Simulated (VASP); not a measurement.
SrHg3O4: single point with PBE

The system is SrHg3O4.

```
Sr Hg O
1.0
     4.78293    0.00000    0.00000
     0.00000    4.78293    0.00000
     0.00000    0.00000    4.78293
Sr Hg O
1 3 4
Direct
  0.00000 0.00000 0.00000
  0.00000 0.50000 0.50000
  0.50000 0.00000 0.50000
  0.50000 0.50000 0.00000
  0.50000 0.00000 0.00000
  0.50000 0.50000 0.50000
  0.00000 0.00000 0.50000
  0.00000 0.50000 0.00000
```

- Program: VASP 6.6.1
- Task: single point
- Functional: PBE
- Potentials or basis: VASP PAW PBE potentials, release 64 (Sr_sv, Hg_sv_GW, O)
- Cutoff: 600 eV
- k mesh: 8 × 8 × 8
- Occupations: gaussian, width 0.1 eV
- Spin: no spin polarisation

| Property | Result |
| --- | --- |
| Pressure | 17.8 GPa |
| Band gap on the k mesh | zero (bands 47 and 48 overlap by 1.38 eV) |

Levels at points of the mesh, in eV from the Fermi level:
| k point | band 45 | band 46 | band 47 | band 48 | band 49 | band 50 |
| --- | --- | --- | --- | --- | --- | --- |
| (0.00, 0.00, 0.00) | -2.19 | -1.28 | -1.28 | -1.28 | 0.78 | 0.78 |
| (0.50, 0.00, 0.00) | -2.40 | -1.09 | -1.09 | 2.16 | 2.34 | 3.46 |
| (0.50, 0.50, 0.00) | -0.09 | -0.09 | -0.01 | 3.62 | 3.74 | 3.74 |
| (0.50, 0.50, 0.50) | 0.10 | 0.10 | 0.10 | 3.39 | 4.63 | 4.63 |

Wall time 3.2 min on 1 thread of AMD EPYC 9R45 96-Core Processor (Zen 5), on a shared host, peak memory 0.38 GiB.

Caveat: the cell stands under pressure; spin-orbit coupling is left out, which moves the levels of the heavy elements.
